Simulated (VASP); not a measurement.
# Ni (P6_3/mmc) in VASP: further runs

Ni is run at these levels: PBE; tasks: single point, relaxation of cell and atoms.

Program: VASP 6.6.1. These are calculated values, not measurements. Logs are shortened: lines on timing, memory, paths and dates and some standing lists are left out, and cuts for length are marked.

**1. The cell of the first run**

It takes space group P6_3/mmc (No. 194, hexagonal). Conventional cell: a = 2.412 Å, b = 2.412 Å, c = 3.956 Å, α = 90.00°, β = 90.00°, γ = 120.00°. Within 3.2 Å of Ni (site symmetry -6m2) lie 12 Ni at 2.41 to 2.42 Å.

**2. Single point, PBE, collinear spin, ferromagnetic start**

File INCAR:

```
  PREC = Accurate
  ENCUT = 520
  EDIFF = 1E-6
  ISMEAR = -1
  SIGMA = 0.1
  LREAL = F
  LASPH = T
  NELM = 150
  ALGO = Normal
  ISIF = 2
  LWAVE = F
  LCHARG = F
  ISPIN = 2
  MAGMOM = 1 1
  LORBIT = 11
  LMAXMIX = 4
  GGA = PE
  NBANDS = 21
```

File KPOINTS:

```
Automatic mesh
0
Gamma
  18 18 10
```

File POSCAR:

```
Ni
1.0
    2.4118463280      0.0000000000      0.0000000000
   -1.2059231640      2.0887201901      0.0000000000
    0.0000000000      0.0000000000      3.9559396069
Ni
2
Direct
    0.3333333333      0.6666666667      0.2500000000
    0.6666666667      0.3333333333      0.7500000000
```

Potentials or basis: VASP PAW PBE potentials, release 64 (Ni).

The run is started by

```
$ cat potpaw_PBE.64/Ni/POTCAR > POTCAR
$ mpirun -np 1 vasp_std > vasp.out
```

OUTCAR:

```text
PREC = Accurate
   ENCUT = 520
   EDIFF = 1E-6
   ISMEAR = -1
   LREAL = F
   LASPH = T
   NELM = 150
   ISIF = 2
   ISPIN = 2
   LORBIT = 11
   GGA = PE

 ion  position               nearest neighbor table
   1  0.333  0.667  0.250-   2 2.42   2 2.42   2 2.42   2 2.42   2 2.42   2 2.42
   2  0.667  0.333  0.750-   1 2.42   1 2.42   1 2.42   1 2.42   1 2.42   1 2.42

  LATTYP: Found a hexagonal cell.
 ALAT       =     2.4118463280
 C/A-ratio  =     1.6402121317

  Lattice vectors:

 A1 = (   2.4118463280,   0.0000000000,   0.0000000000)
 A2 = (  -1.2059231640,   2.0887201901,   0.0000000000)
 A3 = (   0.0000000000,   0.0000000000,   3.9559396069)

Analysis of symmetry for initial positions (statically):
=====================================================================
 Subroutine PRICEL returns:
 Original cell was already a primitive cell.

 Routine SETGRP: Setting up the symmetry group for a
 hexagonal supercell.

 Subroutine GETGRP returns: Found 24 space group operations
 (whereof 12 operations were pure point group operations)
 out of a pool of 24 trial point group operations.

The static configuration has the point symmetry D_3d.
 The point group associated with its full space group is D_6h.

Analysis of symmetry for dynamics (positions and initial velocities):
=====================================================================
 Subroutine PRICEL returns:
 Original cell was already a primitive cell.

 Routine SETGRP: Setting up the symmetry group for a
 hexagonal supercell.

 Subroutine GETGRP returns: Found 24 space group operations
 (whereof 12 operations were pure point group operations)
 out of a pool of 24 trial point group operations.

The dynamic configuration has the point symmetry D_3d.
 The point group associated with its full space group is D_6h.

Analysis of structural, dynamic, and magnetic symmetry:
=====================================================================
 Subroutine PRICEL returns:
 Original cell was already a primitive cell.

 Routine SETGRP: Setting up the symmetry group for a
 hexagonal supercell.

 Subroutine GETGRP returns: Found 24 space group operations
 (whereof 12 operations were pure point group operations)
 out of a pool of 24 trial point group operations.

The overall configuration has the point symmetry D_3d.
 The point group associated with its full space group is D_6h.

 Subroutine INISYM returns: Found 24 space group operations
 (whereof 12 operations are pure point group operations),
[... 115 lines left out ...]
     AMIX     =   0.40;   BMIX     =  1.00
     AMIX_MAG =   1.60;   BMIX_MAG =  1.00
  volume/ion in A,a.u.               =       9.96        67.24
  Fermi-wavevector in a.u.,A,eV,Ry     =   1.639048  3.097351 36.551753  2.686478
  Thomas-Fermi vector in A             =   2.729919
   LORBIT       =     11    0 simple, 1 ext, 2 COOP (PROOUT), +10 PAW based schemes
   GGA     = PE    functional components
   LHFCALC =     F    Hartree Fock is set to
   AEXX    =    0.0000 exact exchange contribution
   IVDW    =     0    specifies the selected vdW correction
   LEPSILON=     F    determine dielectric tensor
   LRPA    =     F    only Hartree local field effects (RPA)
 spin polarized calculation
  energy-cutoff  :      520.00
  volume of cell :       19.93
 maximum number of plane-waves:       555
 NGX is ok and might be reduce to    18
   NGX =  9   NGY =  9   NGZ = 15

 number of electron      19.9999974 magnetization       1.1754672

 Free energy of the ion-electron system (eV)
  ---------------------------------------------------
  ext. energy  EPLUGINS =         0.00000000
  ---------------------------------------------------
  free energy    TOTEN  =       -10.83022870 eV

  energy without entropy =      -10.71487831  energy(sigma->0) =      -10.77255351

 E-fermi :  10.6938     XC(G=0): -13.7810

 val. band max:       10.6935795527   @ k =   0.3333   0.2222   0.0000
 cond. band min:      10.6969943842   @ k =   0.2778   0.0556   0.4000
 fundamental gap:      0.0034148315
 Fermi energy:        10.6937904814

 spin component 1

 k-point     1 :       0.0000    0.0000    0.0000
  band No.  band energies     occupation
      1       1.0380      1.00000
      2       5.3708      1.00000
      3       8.0525      1.00000
      4       8.1582      1.00000
      5       8.1582      1.00000
      6       8.4661      1.00000
[... 565 lines left out ...]
     20      36.9936      0.00000
     21      42.3906      0.00000

 [... further k-points ...]

 spin component 2

 k-point     1 :       0.0000    0.0000    0.0000
  band No.  band energies     occupation
      1       1.0166      1.00000
      2       5.7381      1.00000
      3       8.6998      1.00000
      4       8.7808      1.00000
      5       8.7808      1.00000
      6       9.1074      1.00000
[... 565 lines left out ...]
     20      37.1038      0.00000
     21      42.3737      0.00000

 [... further k-points ...]

------------------------ aborting loop because EDIFF is reached ----------------------------------------

  FORCE on cell =-STRESS in cart. coord.  units (eV):
  Direction    XX          YY          ZZ          XY          YZ          ZX
  --------------------------------------------------------------------------------------
  -------------------------------------------------------------------------------------
  Total        2.8005714      2.8005714      2.7942889      0.0000000      0.0000000      0.0000000
  in kB      225.1529711    225.1529712    224.6478888      0.0000000      0.0000000      0.0000000
  external PRESSURE =     224.9846104 kB  Pullay stress =       0.0000000 kB

 VOLUME and BASIS-vectors are now :
 -----------------------------------------------------------------------------
  energy-cutoff  :      520.00
  volume of cell :       19.93
      direct lattice vectors                 reciprocal lattice vectors
     2.411846328  0.000000000  0.000000000     0.414620114  0.239381035  0.000000000
    -1.205923164  2.088720190  0.000000000     0.000000000  0.478762069  0.000000000
     0.000000000  0.000000000  3.955939607     0.000000000  0.000000000  0.252784446

 POSITION                                       TOTAL-FORCE (eV/Angst)
 -----------------------------------------------------------------------------------
     -0.00000      1.39248      0.98898        -0.000000      0.000000      0.000000
      1.20592      0.69624      2.96695         0.000000      0.000000      0.000000
 -----------------------------------------------------------------------------------
    total drift:                                0.000000     -0.000000     -0.000000

  FREE ENERGIE OF THE ION-ELECTRON SYSTEM (eV)
  ---------------------------------------------------
  free  energy   TOTEN  =       -10.8302287000 eV

  energy  without entropy=      -10.7148783138  energy(sigma->0) =      -10.77255351

 total charge

# of ion       s       p       d       tot
------------------------------------------
    1        0.536   0.580   8.366   9.482
    2        0.536   0.580   8.366   9.482
--------------------------------------------------
tot          1.072   1.161  16.732  18.965

 magnetization (x)

# of ion       s       p       d       tot
------------------------------------------
    1       -0.005  -0.024   0.621   0.591
    2       -0.005  -0.024   0.621   0.591
--------------------------------------------------
tot         -0.010  -0.049   1.242   1.183
```

OSZICAR:

```text
N       E                     dE             d eps       ncg     rms          rms(c)
DAV:   1     0.954764748865E+02    0.95476E+02   -0.90640E+03 20144   0.142E+03
DAV:   2    -0.716468552712E+01   -0.10264E+03   -0.94707E+02 18968   0.237E+02
DAV:   3    -0.127781228486E+02   -0.56134E+01   -0.53955E+01 21133   0.626E+01
DAV:   4    -0.128452310593E+02   -0.67108E-01   -0.67064E-01 21272   0.649E+00
DAV:   5    -0.128469628645E+02   -0.17318E-02   -0.17317E-02 21483   0.105E+00    0.155E+01
DAV:   6    -0.113374172224E+02    0.15095E+01   -0.60688E+00 22436   0.547E+01    0.773E+00
DAV:   7    -0.108725893056E+02    0.46483E+00   -0.11815E+00 21954   0.212E+01    0.316E+00
DAV:   8    -0.108351591403E+02    0.37430E-01   -0.11553E-02 27582   0.172E+00    0.136E+00
DAV:   9    -0.108312591494E+02    0.39000E-02   -0.73298E-04 26580   0.255E-01    0.409E-01
DAV:  10    -0.108302134762E+02    0.10457E-02   -0.11694E-04 31524   0.175E-01    0.575E-02
DAV:  11    -0.108302364078E+02   -0.22932E-04   -0.17319E-05 20899   0.445E-02    0.346E-02
DAV:  12    -0.108302279309E+02    0.84768E-05   -0.23558E-06 23422   0.190E-02    0.105E-02
DAV:  13    -0.108302287000E+02   -0.76906E-06   -0.16029E-06 15384   0.122E-02
   1 F= -.10830229E+02 E0= -.10772554E+02  d E =-.115350E+00  mag=     1.1758
```

Run time: 2 min. Hardware: 1 thread of Intel Xeon 6975P-C, shared host; peak memory 0.24 GiB.

Results:

```yaml
Free_energy: -10.8302 eV
Pressure: 22.5 GPa
Net_moment: 1.18 μB per cell
Site_moments: Ni +0.59 μB
Valence_electrons_inside_the_program's_atomic_spheres: Ni 9.48
```

**3. Single point, PBE, collinear spin, ferromagnetic start**

File INCAR:

```
SYSTEM = Ni
PREC = Accurate
ENCUT = 520
EDIFF = 1E-6
ISMEAR = -1
SIGMA = 0.1
LREAL = .FALSE.
LASPH = .TRUE.
NELM = 150
ALGO = Normal
ISIF = 2
LWAVE = .FALSE.
LCHARG = .FALSE.
ISPIN = 2
MAGMOM = 1 1
LORBIT = 11
LMAXMIX = 4
GGA = PE
NBANDS = 21
```

File KPOINTS:

```
regular mesh
0
G
  18 18 10
  0 0 0
```

File POSCAR:

```
Ni
1.0
    2.4117753780      0.0000000000      0.0000000000
   -1.2058876890      2.0886587456      0.0000000000
    0.0000000000      0.0000000000      3.9558295089
Ni
2
Direct
    0.3333333333      0.6666666667      0.2500000000
    0.6666666667      0.3333333333      0.7500000000
```

Potentials or basis: VASP PAW PBE potentials, release 64 (Ni).

The run is started by

```
$ cat potpaw_PBE.64/Ni/POTCAR > POTCAR
$ mpirun -np 1 vasp_std > vasp.out
```

It took 2 min on 1 thread of Intel Xeon 6975P-C, shared host; peak memory 0.24 GiB.

Results (log left out):

| Property | Result |
| --- | --- |
| Free energy | -10.8300 eV |
| Pressure | 22.5 GPa |
| Net moment | 1.18 μB per cell |
| Site moments | Ni +0.59 μB |
| Valence electrons inside the program's atomic spheres | Ni 9.48 |

Levels at points of the mesh, in eV from the Fermi level:
Spin up:
| k point | band 9 | band 10 | band 11 | band 12 | band 13 | band 14 |
| --- | --- | --- | --- | --- | --- | --- |
| (0.00, 0.00, 0.00) | -1.77 | -0.70 | -0.70 | -0.52 | 6.27 | 23.37 |
| (0.50, 0.00, 0.00) | -0.49 | -0.42 | 1.31 | 3.38 | 9.90 | 10.58 |
| (0.00, 0.00, 0.50) | -1.02 | -1.02 | -1.02 | -1.02 | 15.23 | 15.23 |
| (0.50, 0.00, 0.50) | -0.48 | -0.48 | 1.49 | 1.49 | 7.48 | 7.48 |
Spin down:
```csv
k point,band 5,band 6,band 7,band 8,band 9,band 10,band 11,band 12,band 13,band 14
"(0.00, 0.00, 0.00)",-1.91,-1.59,-1.59,-1.13,-1.13,-0.57,-0.02,-0.02,6.66,23.25
"(0.50, 0.00, 0.00)",-2.02,-1.97,-1.57,0.15,0.20,0.30,1.76,3.74,10.03,10.70
"(0.00, 0.00, 0.50)",-1.96,-1.96,-1.96,-1.96,-0.34,-0.34,-0.34,-0.34,15.37,15.37
"(0.50, 0.00, 0.50)",-1.04,-1.04,-0.48,-0.48,0.24,0.24,1.67,1.67,7.79,7.79
```

**4. Relaxation of cell and atoms, PBE, collinear spin, ferromagnetic start, target pressure 23 GPa, at which the enthalpy is minimised**

File INCAR:

```
SYSTEM = Ni
PREC = Accurate ; ENCUT = 600
EDIFF = 1E-7 ; ISMEAR = -1
SIGMA = 0.1 ; LREAL = .False.
LASPH = .True. ; NELM = 150
ALGO = Normal ; ISIF = 3
LWAVE = .False. ; LCHARG = .False.
ISPIN = 2 ; MAGMOM = 1 1
LORBIT = 11 ; LMAXMIX = 4
GGA = PE ; IBRION = 2
NSW = 32 ; EDIFFG = -0.005
PSTRESS = 230.0
```

File KPOINTS:

```
Automatic mesh
0
Gamma
  18 18 10
  0 0 0
```

File POSCAR:

```
Ni
1.0
    2.4118463280      0.0000000000      0.0000000000
   -1.2059231640      2.0887201901      0.0000000000
    0.0000000000      0.0000000000      3.9559396069
Ni
2
Direct
    0.3333333333      0.6666666667      0.2500000000
    0.6666666667      0.3333333333      0.7500000000
```

The run is started by

```
$ cat potpaw_PBE.64/Ni/POTCAR > POTCAR
$ mpirun -np 1 vasp_std > vasp.out
```

It took 5.9 min on 1 thread of Intel Xeon Platinum 8259CL at 2.50GHz (Skylake/Cascade Lake), shared host; peak memory 0.24 GiB.

The run converged. Its results:

| Property | Result |
| --- | --- |
| Free energy | -10.8247 eV |
| Relaxed volume | 9.95 Å³/atom |
| Relaxed cell | a = 2.410 Å, b = 2.410 Å, c = 3.953 Å, α = 90.00°, β = 90.00°, γ = 120.00° |
| Space group after relaxing (to 0.05 Å) | P6_3/mmc (No. 194) |
| Energy change on relaxing (the enthalpy is what falls) | +2.5 meV/atom |
| Ionic steps | 3 |
| Pressure after relaxing | 23.0 GPa |
| Net moment | 1.17 μB per cell |
| Site moments | Ni +0.59 μB |
| Valence electrons inside the program's atomic spheres | Ni 9.49 |

Step by step:
```
step  energy change (eV)  largest force (eV/Å)  pressure (GPa)  volume (Å³)
   1              0.0000                0.0000           22.50        19.93
   2              0.0129                0.0000           23.84        19.84
   3              0.0050                0.0000           23.03        19.89
```

Final structure:
```yaml
crystal:
  lattice:
    - [2.41048, 0.00000, 0.00000]
    - [-1.20524, 2.08754, 0.00000]
    - [0.00000, 0.00000, 3.95347]
  atoms:
    - { symbol: Ni, position: [0.33333, 0.66667, 0.25000] }
    - { symbol: Ni, position: [0.66667, 0.33333, 0.75000] }
```

Levels at points of the mesh, in eV from the Fermi level:
Spin up:
```csv
k point,band 7,band 8,band 9,band 10,band 11,band 12,band 13,band 14,band 15
"(0.00, 0.00, 0.00)",-2.23,-1.77,-1.77,-0.70,-0.70,-0.53,6.29,23.38,26.09
"(0.50, 0.00, 0.00)",-2.20,-0.56,-0.49,-0.42,1.31,3.39,9.91,10.60,13.12
"(0.00, 0.00, 0.50)",-2.59,-2.59,-1.02,-1.02,-1.02,-1.02,15.25,15.25,24.15
"(0.50, 0.00, 0.50)",-1.03,-1.03,-0.47,-0.47,1.50,1.50,7.49,7.49,19.35
```
Spin down:
| k point | band 5 | band 6 | band 7 | band 8 | band 9 | band 10 | band 11 | band 12 | band 13 | band 14 |
| --- | --- | --- | --- | --- | --- | --- | --- | --- | --- | --- |
| (0.00, 0.00, 0.00) | -1.92 | -1.59 | -1.59 | -1.13 | -1.13 | -0.57 | -0.02 | -0.02 | 6.67 | 23.26 |
| (0.50, 0.00, 0.00) | -2.03 | -1.98 | -1.58 | 0.16 | 0.20 | 0.30 | 1.77 | 3.75 | 10.04 | 10.72 |
| (0.00, 0.00, 0.50) | -1.97 | -1.97 | -1.97 | -1.97 | -0.34 | -0.34 | -0.34 | -0.34 | 15.39 | 15.39 |
| (0.50, 0.00, 0.50) | -1.04 | -1.04 | -0.48 | -0.48 | 0.24 | 0.24 | 1.67 | 1.67 | 7.81 | 7.81 |

Caveat: the cell is relaxed towards a set pressure, so the enthalpy falls and the energy may rise.
